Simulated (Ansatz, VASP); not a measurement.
# Two plane-wave programs on BaTiO3

The input POSCAR:

```
BaTiO3
1.0
    3.8912737025      0.0000000000      0.0000000000
    0.0000000000      3.8912737025      0.0000000000
    0.0000000000      0.0000000000      4.0282820830
Ba Ti O
1 1 3
Direct
    0.0000000000      0.0000000000     -0.0043576223
    0.5000000000      0.5000000000      0.4775257951
    0.5000000000      0.5000000000      0.0345450507
    0.5000000000      0.0000000000      0.5176433883
    0.0000000000      0.5000000000      0.5176433883
```

File INCAR.step1:

```
SYSTEM = BaTiO3
PREC = Accurate
ENCUT = 520
ISMEAR = 0
SIGMA = 0.01
LREAL = .FALSE.
LASPH = .TRUE.
NELM = 80
NBANDS = 28
GGA = PE
ALGO = Normal
EDIFF = 1E-4
LWAVE = .TRUE.
LCHARG = .FALSE.
```

INCAR.step2

```
SYSTEM = BaTiO3
PREC = Accurate
ENCUT = 520
EDIFF = 1E-7
ISMEAR = 0
SIGMA = 0.01
LREAL = .FALSE.
LASPH = .TRUE.
NELM = 80
ALGO = Normal
ISIF = 2
LWAVE = .FALSE.
LCHARG = .FALSE.
METAGGA = R2SCAN
LMIXTAU = .TRUE.
NBANDS = 28
ISTART = 1
```

Contents of KPOINTS:

```
Automatic mesh
0
G
  6 6 6
  0 0 0
```

Input for Ansatz:

```yaml
crystal:
  lattice:
    - [3.8912737025, 0.0, 0.0]
    - [0.0, 3.8912737025, 0.0]
    - [0.0, 0.0, 4.028282083]
  atoms:
    - { symbol: Ba, position: [0.0, 0.0, -0.0043576223] }
    - { symbol: Ti, position: [0.5, 0.5, 0.4775257951] }
    - { symbol: O, position: [0.5, 0.5, 0.0345450507] }
    - { symbol: O, position: [0.5, 0.0, 0.5176433883] }
    - { symbol: O, position: [0.0, 0.5, 0.5176433883] }
kpoints:
  mp_grid: { grid: [6, 6, 6] }
hamiltonian:
  xc: r2scan
scf:
  occupations: { method: fixed }
  n_extra_bands: 5
output:
  forces: true
  stress: true
  eigenvalues: true
```

Alike in both runs: task single point; functional r2SCAN; k mesh 6 × 6 × 6; no spin polarisation.

|  | VASP | Ansatz |
| --- | --- | --- |
| version | VASP 6.6.1 | Ansatz 0.2.0 |
| potentials or method | VASP PAW PBE potentials, release 64 (Ba_sv, Ti_sv, O) | plane waves, PAW |
| plane-wave cutoff (eV) | 520 | 500 |
| occupations | gaussian, width 0.01 eV | fixed |
| valence electrons in the cell | 40 | 40 |

|  | VASP | Ansatz | Ansatz less VASP |
| --- | --- | --- | --- |
| gap on the k mesh at the Fermi level (eV) | 2.36 | 2.38 | +0.027 |
| pressure (GPa) | 14.8 | 12.4 | -2.42 |
| traceless stress, the component that is largest in VASP (GPa) | -0.03 | -0.15 | -0.120 |
| rms of the force components (eV/Å) | 0.329 | 0.265 | -0.0648 |

VASP's potentials were made for PBE, not for r2SCAN. Atom by atom the forces differ by 0.067 eV/Å (rms over components).

Neither program's run includes spin-orbit coupling.
